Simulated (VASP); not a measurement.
# BaTe (Fm-3m) in VASP: notebook

BaTe is run at these levels: PBE-based screened hybrid with 10 % exact exchange, PBE-based screened hybrid with 15 % exact exchange, PBE-based screened hybrid with 20 % exact exchange; tasks: single point.

Everything below comes from runs of VASP 6.6.1. Logs are shortened: lines on timing, memory, paths and dates and some standing lists are left out, and cuts for length are marked.

### 1 The cell of the first run

It takes space group Fm-3m (No. 225, cubic). Conventional cell: a = 6.820 Å, b = 6.820 Å, c = 6.820 Å, α = 90.00°, β = 90.00°, γ = 90.00°. Ba (site symmetry m-3m) has 6 Te at 3.41 Å within 4.5 Å. Te (site symmetry m-3m) has 6 Ba at 3.41 Å within 4.5 Å.

### 2 Single point, PBE-based screened hybrid with 10 % exact exchange

Input file POSCAR:

```
BaTe
1.0
    0.0000000000      3.4100000000      3.4100000000
    3.4100000000      0.0000000000      3.4100000000
    3.4100000000      3.4100000000      0.0000000000
Ba Te
1 1
Direct
    0.0000000000      0.0000000000      0.0000000000
    0.5000000000      0.5000000000      0.5000000000
```

Input file INCAR.step1:

```
PREC     = Accurate       # precision mode
ENCUT    = 520            # plane-wave cutoff, eV
EDIFF    = 1E-5           # SCF threshold, eV
ISMEAR   = -1             # smearing method
SIGMA    = 0.05           # smearing width, eV
LREAL    = False          # projectors in reciprocal space
LASPH    = True           # aspherical terms in the spheres
NELM     = 100            # most SCF steps
ALGO     = Normal         # electronic algorithm
ISIF     = 2              # what is computed and relaxed
LWAVE    = True           # write WAVECAR
NBANDS   = 15             # bands
GGA      = PE             # functional
```

Input file INCAR.step2:

```
PREC     = Accurate       # precision mode
ENCUT    = 520            # plane-wave cutoff, eV
EDIFF    = 1E-6           # SCF threshold, eV
ISMEAR   = -1             # smearing method
SIGMA    = 0.05           # smearing width, eV
LREAL    = False          # projectors in reciprocal space
LASPH    = True           # aspherical terms in the spheres
NELM     = 100            # most SCF steps
ALGO     = Normal         # electronic algorithm
ISIF     = 2              # what is computed and relaxed
LWAVE    = False          # write WAVECAR
LCHARG   = True           # write CHGCAR
GGA      = PE             # functional
LHFCALC  = True           # exact exchange
AEXX     = 0.1            # exact-exchange fraction
HFSCREEN = 0.2            # screening, 1/A
PRECFOCK = Normal       
LELF     = True           # ELF
LVHAR    = True         
NBANDS   = 15             # bands
ISTART   = 1
```

Input file KPOINTS:

```
Automatic mesh
0
Gamma
  4 4 4
```

Potentials or basis: VASP PAW PBE potentials, release 64 (Ba_sv, Te).

Run with:

```console
cat potpaw_PBE.64/Ba_sv/POTCAR potpaw_PBE.64/Te/POTCAR > POTCAR
cp INCAR.step1 INCAR
mpirun -np 1 vasp_std > vasp.out
cp INCAR.step2 INCAR
mpirun -np 1 vasp_std > vasp.out
```

OUTCAR:

```text
PREC = Accurate
   ENCUT = 520
   EDIFF = 1E-6
   ISMEAR = -1
   LREAL = False
   LASPH = True
   NELM = 100
   ISIF = 2
   GGA = PE
   LHFCALC = True
   AEXX = 0.1
   HFSCREEN = 0.2
   PRECFOCK = Normal
   ISTART = 1

 ion  position               nearest neighbor table
   1  0.000  0.000  0.000-   2 3.41   2 3.41   2 3.41   2 3.41   2 3.41   2 3.41
   2  0.500  0.500  0.500-   1 3.41   1 3.41   1 3.41   1 3.41   1 3.41   1 3.41

  LATTYP: Found a face centered cubic cell.
 ALAT       =     6.8200000000

  Lattice vectors:

 A1 = (   0.0000000000,   3.4100000000,   3.4100000000)
 A2 = (   3.4100000000,   0.0000000000,   3.4100000000)
 A3 = (   3.4100000000,   3.4100000000,   0.0000000000)

Analysis of symmetry for initial positions (statically):
=====================================================================
 Subroutine PRICEL returns:
 Original cell was already a primitive cell.

 Routine SETGRP: Setting up the symmetry group for a
 face centered cubic supercell.

 Subroutine GETGRP returns: Found 48 space group operations
 (whereof 48 operations were pure point group operations)
 out of a pool of 48 trial point group operations.

The static configuration has the point symmetry O_h .

Analysis of symmetry for dynamics (positions and initial velocities):
=====================================================================
 Subroutine PRICEL returns:
 Original cell was already a primitive cell.

 Routine SETGRP: Setting up the symmetry group for a
 face centered cubic supercell.

 Subroutine GETGRP returns: Found 48 space group operations
 (whereof 48 operations were pure point group operations)
 out of a pool of 48 trial point group operations.

The dynamic configuration has the point symmetry O_h .

 Subroutine INISYM returns: Found 48 space group operations
 (whereof 48 operations are pure point group operations),
 and found     1 'primitive' translations

----------------------------------------------------------------------------------------

                                     Primitive cell

  volume of cell :      79.3036

  direct lattice vectors                    reciprocal lattice vectors
     0.000000000  3.410000000  3.410000000    -0.146627566  0.146627566  0.146627566
     3.410000000  0.000000000  3.410000000     0.146627566 -0.146627566  0.146627566
     3.410000000  3.410000000  0.000000000     0.146627566  0.146627566 -0.146627566
[... 83 lines left out ...]
   EFERMI_NEDOS =   21; number of points for ismear=-14 and -15
   IALGO  =     38    algorithm
   IMIX   =      1    mixing-type and parameters
     AMIX     =   0.40;   BMIX     =  1.00
     AMIX_MAG =   1.60;   BMIX_MAG =  1.00
  volume/ion in A,a.u.               =      39.65       267.58
  Fermi-wavevector in a.u.,A,eV,Ry     =   0.960175  1.814468 12.543704  0.921936
  Thomas-Fermi vector in A             =   2.089436
   LORBIT       =      0    0 simple, 1 ext, 2 COOP (PROOUT), +10 PAW based schemes
   GGA     = PE    functional components
   LHFCALC =     T    Hartree Fock is set to
   PRECFOCK=normal    Normal, Fast or Accurate (Low or Medium for compatibility)
   ENCUT4O =  -1.0   cutoff for four orbital integrals eV
   NKREDX  =     1    reduce k-point grid by
   NKREDY  =     1    reduce k-point grid by
   NKREDZ  =     1    reduce k-point grid by
   AEXX    =    0.1000 exact exchange contribution
   HFSCREEN=    0.2000 screening length (either q_TF or 0.3 A-1)
   HFSCREENC=   0.2000 screening length for correlation (either q_TF or 0.3 A-1)
   ENCUTFOCK=  -1.0 apply spherical cutoff to Coloumb kernel
   IVDW    =     0    specifies the selected vdW correction
   LEPSILON=     F    determine dielectric tensor
   LRPA    =     F    only Hartree local field effects (RPA)
 non-spin polarized calculation
  energy-cutoff  :      520.00
  volume of cell :       79.30
 maximum number of plane-waves:      2148
  NGX = 28; NGY = 28; NGZ = 28

 number of electron      16.0000000 magnetization

 Free energy of the ion-electron system (eV)
  ---------------------------------------------------
  ext. energy  EPLUGINS =         0.00000000
  ---------------------------------------------------
  free energy    TOTEN  =        -8.95852314 eV

  energy without entropy =       -8.95852312  energy(sigma->0) =       -8.95852313

 E-fermi :   3.4018     XC(G=0):  -7.9978

 val. band max:        2.5999769899   @ k =   0.0000   0.0000   0.0000
 cond. band min:       4.2033740389   @ k =   0.5000   0.5000   0.0000
 fundamental gap:      1.6033970489
 Fermi energy:         3.4017878336

 k-point     1 :       0.0000    0.0000    0.0000
  band No.  band energies     occupation
      1     -25.0109      2.00000
      2      -9.7595      2.00000
      3      -9.7595      2.00000
      4      -9.7595      2.00000
      5      -7.4824      2.00000
      6       2.6000      2.00000
      7       2.6000      2.00000
      8       2.6000      2.00000
      9       5.7930      0.00000
     10       5.7930      0.00000
     11       5.7930      0.00000
     12       6.1281      0.00000
     13       6.4981      0.00000
     14       6.4981      0.00000
[... 113 lines left out ...]
      2      -9.9998      2.00000
      3      -9.9719      2.00000
      4      -9.9719      2.00000
      5      -6.9193      2.00000
      6       1.1202      2.00000
      7       1.5713      2.00000
      8       1.5713      2.00000
      9       6.4610      0.00000
     10       6.4610      0.00000
     11       8.0198      0.00000
     12       8.4406      0.00000
     13       9.0629      0.00000
     14      11.6916      0.00000
     15      11.8574      0.00000

------------------------ aborting loop because EDIFF is reached ----------------------------------------

  FORCE on cell =-STRESS in cart. coord.  units (eV):
  Direction    XX          YY          ZZ          XY          YZ          ZX
  --------------------------------------------------------------------------------------
  -------------------------------------------------------------------------------------
  Total        2.0800290      2.0800290      2.0800290     -0.0000000      0.0000000      0.0000000
  in kB       42.0229786     42.0229786     42.0229786     -0.0000000      0.0000000      0.0000000
  external PRESSURE =      42.0229786 kB  Pullay stress =       0.0000000 kB

 VOLUME and BASIS-vectors are now :
 -----------------------------------------------------------------------------
  energy-cutoff  :      520.00
  volume of cell :       79.30
      direct lattice vectors                 reciprocal lattice vectors
     0.000000000  3.410000000  3.410000000    -0.146627566  0.146627566  0.146627566
     3.410000000  0.000000000  3.410000000     0.146627566 -0.146627566  0.146627566
     3.410000000  3.410000000  0.000000000     0.146627566  0.146627566 -0.146627566

 POSITION                                       TOTAL-FORCE (eV/Angst)
 -----------------------------------------------------------------------------------
      0.00000      0.00000      0.00000         0.000000      0.000000      0.000000
      3.41000      3.41000      3.41000         0.000000      0.000000      0.000000
 -----------------------------------------------------------------------------------
    total drift:                                0.000000      0.000000      0.000000

  FREE ENERGIE OF THE ION-ELECTRON SYSTEM (eV)
  ---------------------------------------------------
  free  energy   TOTEN  =        -8.9585231368 eV

  energy  without entropy=       -8.9585231194  energy(sigma->0) =       -8.95852313
```

OSZICAR.step1:

```text
N       E                     dE             d eps       ncg     rms          rms(c)
DAV:   1     0.781523400275E+02    0.78152E+02   -0.64138E+03   240   0.898E+02
DAV:   2    -0.411571737381E+01   -0.82268E+02   -0.76085E+02   317   0.158E+02
DAV:   3    -0.849036940724E+01   -0.43747E+01   -0.43444E+01   319   0.374E+01
DAV:   4    -0.858698875899E+01   -0.96619E-01   -0.96607E-01   283   0.597E+00
DAV:   5    -0.859127673434E+01   -0.42880E-02   -0.42878E-02   343   0.100E+00    0.417E+00
DAV:   6    -0.849387506486E+01    0.97402E-01   -0.10745E-01   289   0.170E+00    0.274E+00
DAV:   7    -0.849487639572E+01   -0.10013E-02   -0.10337E-01   296   0.186E+00    0.794E-01
DAV:   8    -0.849917359971E+01   -0.42972E-02   -0.12313E-02   275   0.732E-01    0.211E-01
DAV:   9    -0.849959247508E+01   -0.41888E-03   -0.56636E-04   303   0.171E-01    0.584E-02
DAV:  10    -0.849976335367E+01   -0.17088E-03   -0.16687E-04   282   0.894E-02    0.176E-02
DAV:  11    -0.849978893981E+01   -0.25586E-04   -0.54931E-05   303   0.432E-02    0.198E-02
DAV:  12    -0.849978705735E+01    0.18825E-05   -0.78890E-06   205   0.179E-02
   1 F= -.84997871E+01 E0= -.84997869E+01  d E =-.247629E-06
```

Wall time 6.8 min (1 thread of Intel Xeon Platinum 8488C (Sapphire Rapids), shared host); peak memory 0.32 GiB.

What came out:

```yaml
Free_energy: -8.9585 eV
Pressure: 4.2 GPa
Band_gap_on_the_k_mesh: 1.60 eV (least direct gap 2.00 eV)
```

Caveat: the cell stands under pressure; the PAW data sets were made with another functional, which shifts forces and pressure a little; spin-orbit coupling is left out, which moves the levels of the heavy elements. A k mesh can miss the band edges.

### 3 Single point, PBE-based screened hybrid with 15 % exact exchange

POSCAR is that of step 2.

Input file INCAR.step1:

```
ALGO = Normal
EDIFF = 1E-5
ENCUT = 520
GGA = PE
ISIF = 2
ISMEAR = -1
LASPH = T
LCHARG = F
LREAL = F
LWAVE = T
NBANDS = 15
NELM = 60
PREC = Accurate
SIGMA = 0.05
```

Input file INCAR.step2:

```
AEXX = 0.15
ALGO = Normal
EDIFF = 1E-6
ENCUT = 520
GGA = PE
HFSCREEN = 0.2
ISIF = 2
ISMEAR = -1
ISTART = 1
LASPH = T
LCHARG = F
LHFCALC = T
LREAL = F
LWAVE = F
NBANDS = 15
NELM = 60
PREC = Accurate
PRECFOCK = Normal
SIGMA = 0.05
```

Input file KPOINTS:

```
k-points
0
Gamma
  4 4 4
```

Potentials or basis: VASP PAW PBE potentials, release 64 (Ba_sv, Te).

Run with:

```console
cat potpaw_PBE.64/Ba_sv/POTCAR potpaw_PBE.64/Te/POTCAR > POTCAR
cp INCAR.step1 INCAR
mpirun -np 1 vasp_std > vasp.out
cp INCAR.step2 INCAR
mpirun -np 1 vasp_std > vasp.out
```

Run time: 7 min. Hardware: 1 thread of Intel Xeon Platinum 8488C (Sapphire Rapids), shared host; peak memory 0.32 GiB.

The run converged. Its results:

```yaml
Free_energy: -9.2020 eV
Pressure: 4.1 GPa
Band_gap_on_the_k_mesh: 1.75 eV (least direct gap 2.16 eV)
```

Levels at points of the mesh, in eV from the valence-band top:
| k point | band 4 | band 5 | band 6 | band 7 | band 8 | band 9 | band 10 | band 11 | band 12 | band 13 |
| --- | --- | --- | --- | --- | --- | --- | --- | --- | --- | --- |
| (0.00, 0.00, 0.00) | -12.53 | -10.26 | 0.00 | 0.00 | 0.00 | 3.37 | 3.37 | 3.37 | 3.68 | 4.07 |
| (0.50, 0.00, 0.00) | -12.54 | -9.17 | -2.59 | -1.35 | -1.35 | 4.74 | 5.55 | 5.68 | 5.68 | 7.68 |
| (0.50, 0.50, 0.00) | -12.65 | -10.00 | -1.24 | -0.41 | -0.41 | 1.75 | 5.11 | 5.52 | 6.58 | 6.68 |

Caveat: the cell stands under pressure; the PAW data sets were made with another functional, which shifts forces and pressure a little; spin-orbit coupling is left out, which moves the levels of the heavy elements. A k mesh can miss the band edges.

### 4 Single point, PBE-based screened hybrid with 20 % exact exchange

POSCAR is that of step 3.

INCAR.step1 is that of step 3.

Changes to INCAR.step2 since step 3:

```diff
@@ -1,4 +1,4 @@
-AEXX = 0.15
+AEXX = 0.2
 ALGO = Normal
-EDIFF = 1E-6
+EDIFF = 1E-7
 ENCUT = 520
```

KPOINTS is that of step 3.

Run with:

```console
cat potpaw_PBE.64/Ba_sv/POTCAR potpaw_PBE.64/Te/POTCAR > POTCAR
cp INCAR.step1 INCAR
mpirun -np 1 vasp_std > vasp.out
cp INCAR.step2 INCAR
mpirun -np 1 vasp_std > vasp.out
```

Wall time 18 min (1 thread of Intel Xeon Platinum 8488C (Sapphire Rapids), shared host); peak memory 0.32 GiB.

It converged, with:

| Property | Result |
| --- | --- |
| Free energy | -9.4557 eV |
| Pressure | 4.1 GPa |
| Band gap on the k mesh | 1.90 eV (least direct gap 2.32 eV) |

Levels at points of the mesh, in eV from the valence-band top:
| k point | band 4 | band 5 | band 6 | band 7 | band 8 | band 9 | band 10 | band 11 | band 12 | band 13 |
| --- | --- | --- | --- | --- | --- | --- | --- | --- | --- | --- |
| (0.00, 0.00, 0.00) | -12.69 | -10.43 | 0.00 | 0.00 | 0.00 | 3.54 | 3.54 | 3.54 | 3.84 | 4.25 |
| (0.50, 0.00, 0.00) | -12.70 | -9.31 | -2.63 | -1.37 | -1.37 | 4.89 | 5.76 | 5.90 | 5.90 | 7.87 |
| (0.50, 0.50, 0.00) | -12.82 | -10.17 | -1.26 | -0.42 | -0.42 | 1.90 | 5.31 | 5.71 | 6.79 | 6.91 |

Caveat: the cell stands under pressure; the PAW data sets were made with another functional, which shifts forces and pressure a little; spin-orbit coupling is left out, which moves the levels of the heavy elements.

### 5 The runs side by side

| level | share of exact exchange | gap on the mesh (eV) | pressure (GPa) |
| --- | --- | --- | --- |
| PBE-based screened hybrid with 10 % exact exchange | 0.1 | 1.60 | 4.2 |
| PBE-based screened hybrid with 15 % exact exchange | 0.15 | 1.75 | 4.1 |
| PBE-based screened hybrid with 20 % exact exchange | 0.2 | 1.90 | 4.1 |

Alike in all rows: task single point; potentials or basis VASP PAW PBE potentials, release 64 (Ba_sv, Te); no spin polarisation; cell as given; k mesh 4 × 4 × 4; cutoff (eV) 520; smearing fermi-dirac 0.05 eV.

On the cell as given the gap runs from 1.60 eV (PBE-based screened hybrid with 10 % exact exchange) to 1.90 eV (PBE-based screened hybrid with 20 % exact exchange).

Caveats: the cell stands under pressure; the PAW data sets were made with another functional, which shifts forces and pressure a little; spin-orbit coupling is left out, which moves the levels of the heavy elements.

Absolute energies hang on the potentials; compare differences alone.
